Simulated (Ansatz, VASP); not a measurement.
TiO2: VASP beside Ansatz

INCAR

```
ALGO = Normal
EDIFF = 1E-6
ENCUT = 520
GGA = PE
ISIF = 2
ISMEAR = 0
LASPH = True
LCHARG = False
LDAU = True
LDAUJ = 0 0
LDAUL = 2 -1
LDAUPRINT = 1
LDAUTYPE = 2
LDAUU = 4 0
LMAXMIX = 4
LREAL = False
LWAVE = False
NBANDS = 33
NELM = 150
PREC = Accurate
SIGMA = 0.05
```

The input KPOINTS:

```
k-points
0
Gamma
  6 6 10
```

File POSCAR:

```
TiO2
1.0
    4.6403824120      0.0000000000      0.0000000000
    0.0000000000      4.6403824120      0.0000000000
    0.0000000000      0.0000000000      3.2468943654
Ti O
2 4
Direct
    0.0000000000      0.0000000000      0.0000000000
    0.5000000000      0.5000000000      0.5000000000
    0.3056475955      0.3056475955      0.0000000000
    0.1943524045      0.8056475955      0.5000000000
    0.6943524045      0.6943524045      0.0000000000
    0.8056475955      0.1943524045      0.5000000000
```

Input for Ansatz:

```yaml
crystal:
  lattice:
    - [4.640382412, 0.0, 0.0]
    - [0.0, 4.640382412, 0.0]
    - [0.0, 0.0, 3.2468943654]
  atoms:
    - { symbol: Ti, position: [0.0, 0.0, 0.0] }
    - { symbol: Ti, position: [0.5, 0.5, 0.5] }
    - { symbol: O, position: [0.3056475955, 0.3056475955, 0.0] }
    - { symbol: O, position: [0.1943524045, 0.8056475955, 0.5] }
    - { symbol: O, position: [0.6943524045, 0.6943524045, 0.0] }
    - { symbol: O, position: [0.8056475955, 0.1943524045, 0.5] }
basis:
  ecutwfc: 420
kpoints:
  mp_grid: { grid: [6, 6, 10] }
hamiltonian:
  xc: pbe
  hubbard: { sites: [{ species: Ti, l: d, u_eff: 4.0 }] }
scf:
  occupations: { method: gaussian, width: 0.05 }
output:
  forces: true
  stress: true
  eigenvalues: true
  write_density: true
  write_potential: true
  elf: true
  volumetric_format: npy
```

Change from the starting cell: strain +0.000 along x and y, +0.080 along z, atoms carried along.

Alike in both runs: task single point; functional PBE; k mesh 6 × 6 × 10; occupations gaussian, width 0.05 eV; no spin polarisation; Hubbard terms Ti d U = 4.0 eV.

```csv
,VASP,Ansatz
version,VASP 6.6.1,Ansatz 0.2.0
potentials or method,"VASP PAW PBE potentials, release 64 (Ti_sv, O), cutoff 520 eV","scalar-relativistic, plane waves, PAW"
valence electrons in the cell,48,48
```

```csv
,VASP,Ansatz,Ansatz less VASP
gap on the k mesh at the Fermi level (eV),2.08,2.04,-0.037
least direct gap on the mesh (eV),2.08,2.12,+0.040
pressure (GPa),-13.4,-16.1,-2.73
"traceless stress, the component that is largest in VASP (GPa)",-12.25,-11.91,+0.343
rms of the force components (eV/Å),0.034,0.047,+0.0135
```

The programs project onto different local orbitals, so the same U acts differently, and such runs can settle in different states. Atom by atom the forces differ by 0.014 eV/Å (rms over components).
